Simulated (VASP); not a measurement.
PbO3:

```
CELL_PARAMETERS angstrom
0.00000 2.86632 2.86632
2.86632 0.00000 2.86632
2.86632 2.86632 0.00000
ATOMIC_POSITIONS crystal
Pb 0.00000 0.00000 0.00000
O 0.25000 0.25000 0.25000
O 0.75000 0.75000 0.75000
O 0.50000 0.50000 0.50000
```

```yaml
Program: VASP 6.6.1
Task: relaxation of cell and atoms
Functional: PBE
Potentials_or_basis: VASP PAW PBE potentials, release 64 (Pb_d, O)
Cutoff: 600 eV
k_mesh: 6 × 6 × 6
Occupations: gaussian, width 0.1 eV
Spin: no spin polarisation
```

At the start: pressure -6.4 GPa; volume 11.77 Å³/atom.

Q: How do energy, volume and symmetry change on relaxing?

A: Over 3 steps the energy falls by 14.9 meV/atom and the volume is 11.07 Å³/atom (-6.0 %); space group Fm-3m (No. 225, to 0.05 Å).

The path:
| step | energy change (eV) | largest force (eV/Å) | pressure (GPa) | volume (Å³) |
| --- | --- | --- | --- | --- |
| 1 | 0.0000 | 0.0000 | -6.39 | 47.10 |
| 2 | -0.0589 | 0.0000 | 0.91 | 43.97 |
| 3 | -0.0598 | 0.0000 | 0.00 | 44.29 |

Final structure:
```
CELL_PARAMETERS angstrom
0.00000 2.80809 2.80809
2.80809 0.00000 2.80809
2.80809 2.80809 0.00000
ATOMIC_POSITIONS crystal
Pb 0.00000 0.00000 0.00000
O 0.25000 0.25000 0.25000
O 0.75000 0.75000 0.75000
O 0.50000 0.50000 0.50000
```
